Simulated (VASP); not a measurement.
# HfO2 (Fm-3m) in VASP: further runs, part 2 of 2

VASP 6.6.1.

**4. Single point, PBE-based screened hybrid with 15 % exact exchange**

Input file POSCAR:

```
HfO2
1.0
    0.0000000000      2.5575019374      2.5575019374
    2.5575019374      0.0000000000      2.5575019374
    2.5575019374      2.5575019374      0.0000000000
Hf O
1 2
Direct
    0.0000000000      0.0000000000      0.0000000000
    0.2500000000      0.2500000000      0.2500000000
    0.7500000000      0.7500000000      0.7500000000
```

Input file INCAR.step1:

```
SYSTEM = HfO2
  PREC = Accurate
  ENCUT = 520
  EDIFF = 1E-5
  ISMEAR = 0
  SIGMA = 0.05
  LREAL = .FALSE.
  LASPH = .TRUE.
  NELM = 80
  ALGO = Normal
  ISIF = 2
  LWAVE = .TRUE.
  LCHARG = .FALSE.
  GGA = PE
  NBANDS = 18
```

Input file INCAR.step2:

```
SYSTEM = HfO2
  PREC = Accurate
  ENCUT = 520
  EDIFF = 1E-6
  ISMEAR = 0
  SIGMA = 0.05
  LREAL = .FALSE.
  LASPH = .TRUE.
  NELM = 80
  ALGO = Normal
  ISIF = 2
  LWAVE = .FALSE.
  LCHARG = .FALSE.
  GGA = PE
  LHFCALC = .TRUE.
  AEXX = 0.15
  HFSCREEN = 0.3
  PRECFOCK = Normal
  ISTART = 1
  NBANDS = 18
```

Input file KPOINTS:

```
regular mesh
0
G
  4 4 4
  0 0 0
```

Potentials or basis: VASP PAW PBE potentials, release 64 (Hf_pv, O).

The run is started by

```console
cat potpaw_PBE.64/Hf_pv/POTCAR potpaw_PBE.64/O/POTCAR > POTCAR
cp INCAR.step1 INCAR
mpirun -np 1 vasp_std > vasp.out
cp INCAR.step2 INCAR
mpirun -np 1 vasp_std > vasp.out
```

OUTCAR:

```text
SYSTEM = HfO2
   PREC = Accurate
   ENCUT = 520
   EDIFF = 1E-6
   ISMEAR = 0
   LREAL = .FALSE.
   LASPH = .TRUE.
   NELM = 80
   ISIF = 2
   GGA = PE
   LHFCALC = .TRUE.
   AEXX = 0.15
   HFSCREEN = 0.3
   PRECFOCK = Normal
   ISTART = 1

 ion  position               nearest neighbor table
   1  0.000  0.000  0.000-   2 2.21   3 2.21   3 2.21   3 2.21   3 2.21   2 2.21   2 2.21   2 2.21

   2  0.250  0.250  0.250-   1 2.21   1 2.21   1 2.21   1 2.21
   3  0.750  0.750  0.750-   1 2.21   1 2.21   1 2.21   1 2.21

  LATTYP: Found a face centered cubic cell.
 ALAT       =     5.1150038748

  Lattice vectors:

 A1 = (   0.0000000000,   2.5575019374,   2.5575019374)
 A2 = (   2.5575019374,   0.0000000000,   2.5575019374)
 A3 = (   2.5575019374,   2.5575019374,   0.0000000000)

Analysis of symmetry for initial positions (statically):
=====================================================================
 Subroutine PRICEL returns:
 Original cell was already a primitive cell.

 Routine SETGRP: Setting up the symmetry group for a
 face centered cubic supercell.

 Subroutine GETGRP returns: Found 48 space group operations
 (whereof 48 operations were pure point group operations)
 out of a pool of 48 trial point group operations.

The static configuration has the point symmetry O_h .

Analysis of symmetry for dynamics (positions and initial velocities):
=====================================================================
 Subroutine PRICEL returns:
 Original cell was already a primitive cell.

 Routine SETGRP: Setting up the symmetry group for a
 face centered cubic supercell.

 Subroutine GETGRP returns: Found 48 space group operations
 (whereof 48 operations were pure point group operations)
 out of a pool of 48 trial point group operations.

The dynamic configuration has the point symmetry O_h .

 Subroutine INISYM returns: Found 48 space group operations
 (whereof 48 operations are pure point group operations),
 and found     1 'primitive' translations

----------------------------------------------------------------------------------------

                                     Primitive cell

  volume of cell :      33.4563

  direct lattice vectors                    reciprocal lattice vectors
     0.000000000  2.557501937  2.557501937    -0.195503273  0.195503273  0.195503273
     2.557501937  0.000000000  2.557501937     0.195503273 -0.195503273  0.195503273
     2.557501937  2.557501937  0.000000000     0.195503273  0.195503273 -0.195503273

  length of vectors
     3.616853926  3.616853926  3.616853926     0.338621602  0.338621602  0.338621602

  position of ions in fractional coordinates (direct lattice)
     0.000000000  0.000000000  0.000000000
     0.250000000  0.250000000  0.250000000
     0.750000000  0.750000000  0.750000000

  ion indices of the primitive-cell ions
   primitive index   ion index
                 1           1
                 2           2
                 3           3

[... 28 lines left out ...]
  0.000000  0.000000  0.000000      1.000000
  0.250000  0.000000  0.000000      8.000000
  0.500000  0.000000  0.000000      4.000000
  0.250000  0.250000  0.000000      6.000000
  0.500000  0.250000  0.000000     24.000000
 -0.250000  0.250000  0.000000     12.000000
  0.500000  0.500000  0.000000      3.000000
 -0.250000  0.500000  0.250000      6.000000
   k-points           NKPTS =      8   k-points in BZ     NKDIM =     64   number of bands    NBANDS=     18
   number of dos      NEDOS =    301   number of ions     NIONS =      3
   total plane-waves  NPLWV =  21952
   dimension x,y,z NGX =    28 NGY =   28 NGZ =   28
   dimension x,y,z NGXF=    56 NGYF=   56 NGZF=   56
   ions per type =               1   2
   NGX,Y,Z   is equivalent  to a cutoff of  12.87, 12.87, 12.87 a.u.
   NGXF,Y,Z  is equivalent  to a cutoff of  25.74, 25.74, 25.74 a.u.
 SYSTEM =  HfO2
   PREC   = accura    normal or accurate (medium, high low for compatibility)
   ISTART =      1    job   : 0-new  1-cont  2-samecut
   ICHARG =      0    charge: 1-file 2-atom 10-const
   ISPIN  =      1    spin polarized calculation?
   LNONCOLLINEAR =      F non collinear calculations
   LSORBIT =      F    spin-orbit coupling
   LASPH  =      T    aspherical Exc in radial PAW
   ENCUT  =  520.0 eV  38.22 Ry    6.18 a.u.   6.72  6.72  6.72*2*pi/ulx,y,z
   NELM   =     80;   NELMIN=  2; NELMDL=  0     # of ELM steps
   EDIFF  = 0.1E-05   stopping-criterion for ELM
   LREAL  =      F    real-space projection
   EDIFFG = 0.1E-04   stopping-criterion for IOM
   NSW    =      0    number of steps for IOM
   IBRION =     -1    ionic relax: 0-MD 1-quasi-New 2-CG
   NFREE  =      0    steps in history (QN), initial steepest desc. (CG)
   ISIF   =      2    stress and relaxation
   ISYM   =      3    0-nonsym 1-usesym 2-fastsym
   POTIM  = 0.5000    time-step for ionic-motion
   TEBEG  =    0.0;   TEEND  =   0.0 temperature during run
   PSTRESS=    0.0 pullay stress
   NELECT =      22.0000    total number of electrons
   NUPDOWN=      -1.0000    fix difference up-down
   EMIN   =  10.00;   EMAX   =-10.00  energy-range for DOS
   EFERMI =   0.00;   METHOD = LEGACY
   ISMEAR =     0;   SIGMA  =   0.05  broadening in eV -4-tet -1-fermi 0-gaus
   EFERMI_NEDOS =   21; number of points for ismear=-14 and -15
   IALGO  =     38    algorithm
   IMIX   =      1    mixing-type and parameters
     AMIX     =   0.40;   BMIX     =  1.00
     AMIX_MAG =   1.60;   BMIX_MAG =  1.00
  volume/ion in A,a.u.               =      11.15        75.26
  Fermi-wavevector in a.u.,A,eV,Ry     =   1.423606  2.690225 27.574295  2.026654
  Thomas-Fermi vector in A             =   2.544185
   LORBIT       =      0    0 simple, 1 ext, 2 COOP (PROOUT), +10 PAW based schemes
   GGA     = PE    functional components
   LHFCALC =     T    Hartree Fock is set to
   PRECFOCK=normal    Normal, Fast or Accurate (Low or Medium for compatibility)
   ENCUT4O =  -1.0   cutoff for four orbital integrals eV
   NKREDX  =     1    reduce k-point grid by
   NKREDY  =     1    reduce k-point grid by
   NKREDZ  =     1    reduce k-point grid by
   AEXX    =    0.1500 exact exchange contribution
   HFSCREEN=    0.3000 screening length (either q_TF or 0.3 A-1)
   HFSCREENC=   0.3000 screening length for correlation (either q_TF or 0.3 A-1)
   ENCUTFOCK=  -1.0 apply spherical cutoff to Coloumb kernel
   IVDW    =     0    specifies the selected vdW correction
   LEPSILON=     F    determine dielectric tensor
   LRPA    =     F    only Hartree local field effects (RPA)
 non-spin polarized calculation
 Gauss-broadening in eV      SIGMA  =   0.05
  energy-cutoff  :      520.00
  volume of cell :       33.46
 maximum number of plane-waves:       934
 NGX is ok and might be reduce to    28
  NGX = 24; NGY = 24; NGZ = 24

 number of electron      21.9999993 magnetization

 Free energy of the ion-electron system (eV)
  ---------------------------------------------------
  ext. energy  EPLUGINS =         0.00000000
  ---------------------------------------------------
  free energy    TOTEN  =       -33.29296930 eV

  energy without entropy =      -33.29296930  energy(sigma->0) =      -33.29296930

 E-fermi :   3.8448     XC(G=0): -10.5194

 val. band max:        3.5244536465   @ k =   0.5000   0.5000   0.0000
 cond. band min:       8.0055251092   @ k =   0.5000   0.5000   0.0000
 fundamental gap:      4.4810714626
 Fermi energy:         3.8448258212

 k-point     1 :       0.0000    0.0000    0.0000
  band No.  band energies     occupation
      1     -27.1842      2.00000
      2     -27.1842      2.00000
      3     -27.1842      2.00000
      4     -16.0432      2.00000
      5     -13.0489      2.00000
      6      -1.8935      2.00000
[... 145 lines left out ...]
      5     -14.1135      2.00000
      6      -1.8823      2.00000
[... 10 lines left out ...]
     17      17.1168      0.00000
     18      17.9055      0.00000

------------------------ aborting loop because EDIFF is reached ----------------------------------------

  FORCE on cell =-STRESS in cart. coord.  units (eV):
  Direction    XX          YY          ZZ          XY          YZ          ZX
  --------------------------------------------------------------------------------------
  -------------------------------------------------------------------------------------
  Total       -2.1389419     -2.1389419     -2.1389419      0.0000000     -0.0000000      0.0000000
  in kB     -102.4310602   -102.4310602   -102.4310602      0.0000000     -0.0000000      0.0000000
  external PRESSURE =    -102.4310602 kB  Pullay stress =       0.0000000 kB

 VOLUME and BASIS-vectors are now :
 -----------------------------------------------------------------------------
  energy-cutoff  :      520.00
  volume of cell :       33.46
      direct lattice vectors                 reciprocal lattice vectors
     0.000000000  2.557501937  2.557501937    -0.195503273  0.195503273  0.195503273
     2.557501937  0.000000000  2.557501937     0.195503273 -0.195503273  0.195503273
     2.557501937  2.557501937  0.000000000     0.195503273  0.195503273 -0.195503273

 POSITION                                       TOTAL-FORCE (eV/Angst)
 -----------------------------------------------------------------------------------
      0.00000      0.00000      0.00000        -0.000000      0.000000     -0.000000
      1.27875      1.27875      1.27875        -0.000000     -0.000000     -0.000000
      3.83625      3.83625      3.83625         0.000000      0.000000      0.000000
 -----------------------------------------------------------------------------------
    total drift:                                0.000002      0.000001      0.000002

  FREE ENERGIE OF THE ION-ELECTRON SYSTEM (eV)
  ---------------------------------------------------
  free  energy   TOTEN  =       -33.2929693031 eV

  energy  without entropy=      -33.2929693031  energy(sigma->0) =      -33.29296930
```

Run time: 19 min. Hardware: 1 thread of Intel Xeon 8259CL, shared host; peak memory 0.27 GiB.

What came out:

| Item | Value |
| --- | --- |
| Free energy | -33.2930 eV |
| Pressure | -10.2 GPa |
| Band gap on the k mesh | 4.48 eV |

Levels at points of the mesh, in eV from the valence-band top:
```
           k point  band 7  band 8  band 9  band 10  band 11  band 12  band 13  band 14  band 15  band 16
(0.00, 0.00, 0.00)   -5.42   -5.42   -0.63    -0.63    -0.63     4.59     4.59     6.41    11.06    11.06
(0.50, 0.00, 0.00)   -4.34   -3.14   -2.79    -1.90    -1.90     5.31     5.31     7.56     9.79    10.02
(0.50, 0.50, 0.00)   -3.58   -3.58   -1.54    -1.54     0.00     4.48     6.22     7.20     8.77     8.77
```

Caveat: the k points lie up to 0.53 Å⁻¹ apart; the PAW data sets were made with another functional, which shifts forces and pressure a little; spin-orbit coupling is left out, which moves the levels of the heavy elements. A k mesh can miss the band edges.

**5. Single point, HF**

POSCAR is that of step 4.

Input file INCAR.step1:

```
  PREC = Accurate
  ENCUT = 520
  EDIFF = 1E-5
  ISMEAR = 0
  SIGMA = 0.05
  LREAL = False
  LASPH = True
  NELM = 60
  ALGO = Normal
  ISIF = 2
  LWAVE = True
  LCHARG = False
  NBANDS = 18
  GGA = PE
```

Input file INCAR.step2:

```
  PREC = Accurate
  ENCUT = 520
  EDIFF = 1E-6
  ISMEAR = 0
  SIGMA = 0.05
  LREAL = False
  LASPH = True
  NELM = 60
  ALGO = Normal
  ISIF = 2
  LWAVE = False
  LCHARG = False
  GGA = PE
  LHFCALC = True
  AEXX = 1.0
  ALDAC = 0.0
  AGGAC = 0.0
  PRECFOCK = Normal
  NBANDS = 18
  ISTART = 1
```

Input file KPOINTS:

```
Automatic mesh
0
Gamma
  4 4 4
```

The run is started by

```console
cat potpaw_PBE.64/Hf_pv/POTCAR potpaw_PBE.64/O/POTCAR > POTCAR
cp INCAR.step1 INCAR
mpirun -np 1 vasp_std > vasp.out
cp INCAR.step2 INCAR
mpirun -np 1 vasp_std > vasp.out
```

Wall time 32 min (1 thread of Intel Xeon 8259CL, shared host); peak memory 0.18 GiB.

Results (log left out):

```
Free energy            : -59.9393 eV
Pressure               : -11.6 GPa
Band gap on the k mesh : 13.68 eV
```

Levels at points of the mesh, in eV from the valence-band top:
```csv
k point,band 8,band 9,band 10,band 11,band 12,band 13,band 14,band 15
"(0.00, 0.00, 0.00)",-6.60,-0.83,-0.83,-0.83,14.11,14.11,15.66,21.65
"(0.50, 0.00, 0.00)",-3.83,-3.40,-2.44,-2.44,14.95,14.95,17.48,19.05
"(0.50, 0.50, 0.00)",-4.54,-1.81,-1.81,0.00,13.68,16.24,17.04,18.72
```

Caveat: the k points lie up to 0.53 Å⁻¹ apart; the PAW data sets were made with another functional, which shifts forces and pressure a little; spin-orbit coupling is left out, which moves the levels of the heavy elements. A k mesh can miss the band edges.

**6. Single point, r2SCAN-based global hybrid with 15 % exact exchange**

POSCAR is that of step 5.

Input file INCAR.step1:

```
SYSTEM = HfO2
PREC = Accurate
ENCUT = 520
EDIFF = 1E-5
ISMEAR = 0
SIGMA = 0.05
LREAL = .FALSE.
LASPH = .TRUE.
NELM = 60
ALGO = Normal
ISIF = 2
LWAVE = .TRUE.
LCHARG = .FALSE.
GGA = PE
NBANDS = 18
```

Input file INCAR.step2:

```
SYSTEM = HfO2
PREC = Accurate
ENCUT = 520
EDIFF = 1E-6
ISMEAR = 0
SIGMA = 0.05
LREAL = .FALSE.
LASPH = .TRUE.
NELM = 60
ALGO = Normal
ISIF = 2
LWAVE = .FALSE.
LCHARG = .FALSE.
METAGGA = R2SCAN
LHFCALC = .TRUE.
AEXX = 0.15
LMIXTAU = .TRUE.
PRECFOCK = Normal
ISTART = 1
NBANDS = 18
```

Input file KPOINTS:

```
regular mesh
0
G
  4 4 4
  0 0 0
```

Potentials or basis: VASP PAW PBE potentials, release 64 (Hf_pv, O).

The run is started by

```console
cat potpaw_PBE.64/Hf_pv/POTCAR potpaw_PBE.64/O/POTCAR > POTCAR
cp INCAR.step1 INCAR
mpirun -np 1 vasp_std > vasp.out
cp INCAR.step2 INCAR
mpirun -np 1 vasp_std > vasp.out
```

Run time: 29 min. Hardware: 1 thread of Intel Xeon 8259CL, shared host; peak memory 0.18 GiB.

It converged, with:

```
Free energy            : -67.9085 eV
Pressure               : -14.9 GPa
Band gap on the k mesh : 5.50 eV
```

Levels at points of the mesh, in eV from the valence-band top:
| k point | band 7 | band 8 | band 9 | band 10 | band 11 | band 12 | band 13 | band 14 | band 15 | band 16 |
| --- | --- | --- | --- | --- | --- | --- | --- | --- | --- | --- |
| (0.00, 0.00, 0.00) | -5.52 | -5.52 | -0.66 | -0.66 | -0.66 | 5.64 | 5.64 | 7.49 | 12.18 | 12.18 |
| (0.50, 0.00, 0.00) | -4.42 | -3.18 | -2.87 | -1.96 | -1.96 | 6.34 | 6.34 | 8.61 | 10.81 | 11.13 |
| (0.50, 0.50, 0.00) | -3.69 | -3.69 | -1.58 | -1.58 | 0.00 | 5.50 | 7.27 | 8.27 | 9.83 | 9.83 |

Caveat: the k points lie up to 0.53 Å⁻¹ apart; the PAW data sets were made with another functional, which shifts forces and pressure a little; spin-orbit coupling is left out, which moves the levels of the heavy elements.

**7. The runs side by side**

```tsv
level	share of exact exchange	screening parameter	gap on the mesh (eV)	pressure (GPa)
PBE0	0.25	-	6.04	-13.4
r2SCAN50	0.5	-	8.59	-20.9
PBE-based screened hybrid with 15 % exact exchange	0.15	0.3 1/Å	4.48	-10.2
HF	1	-	13.68	-11.6
r2SCAN-based global hybrid with 15 % exact exchange	0.15	-	5.50	-14.9
```

Alike in all rows: task single point; potentials or basis VASP PAW PBE potentials, release 64 (Hf_pv, O); no spin polarisation; cell as given; k mesh 4 × 4 × 4; cutoff (eV) 520; smearing gaussian 0.05 eV.

Caveats: all runs use coarse meshes; the PAW data sets were made with another functional, which shifts forces and pressure a little; spin-orbit coupling is left out, which moves the levels of the heavy elements.

Total energies depend on the potentials used, so only differences within one code and one set of settings carry meaning.
